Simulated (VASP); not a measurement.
AlNi: single point with PBEsol

The system is AlNi.

```
CELL_PARAMETERS angstrom
2.80374 0.00000 0.00000
0.00000 2.80374 0.00000
0.00000 0.00000 2.80374
ATOMIC_POSITIONS crystal
Al 0.00000 0.00000 0.00000
Ni 0.50000 0.50000 0.50000
```

This cell differs from its parent crystal: volume scaled by 0.94.

| Property | Result |
| --- | --- |
| Program | VASP 6.6.1 |
| Task | single point |
| Functional | PBEsol |
| Potentials or basis | VASP PAW PBE potentials, release 64 (Al, Ni) |
| Cutoff | 520 eV |
| k mesh | 14 × 14 × 14 |
| Occupations | gaussian, width 0.1 eV |
| Spin | no spin polarisation |

```
Pressure : 12.1 GPa
```

Levels at points of the mesh, in eV from the Fermi level:
```csv
k point,band 5,band 6,band 7,band 8,band 9,band 10
"(0.00, 0.00, 0.00)",-1.69,-1.69,5.88,5.88,5.88,8.44
"(0.50, 0.00, 0.00)",-2.47,-1.59,-0.67,8.41,10.42,10.42
"(0.50, 0.50, 0.00)",-2.30,-2.30,-1.10,1.64,2.93,13.25
"(0.50, 0.50, 0.50)",-1.06,1.94,1.94,1.94,4.50,4.87
```

It took 19 s on 1 thread of Intel(R) Xeon(R) Platinum 8559C (Emerald Rapids) (shared host), peak memory 0.16 GiB.

Caveat: the PAW data sets were made with another functional, which shifts forces and pressure a little. Spin polarisation is off, so any magnetic state and its effect on volume and gap are missing.
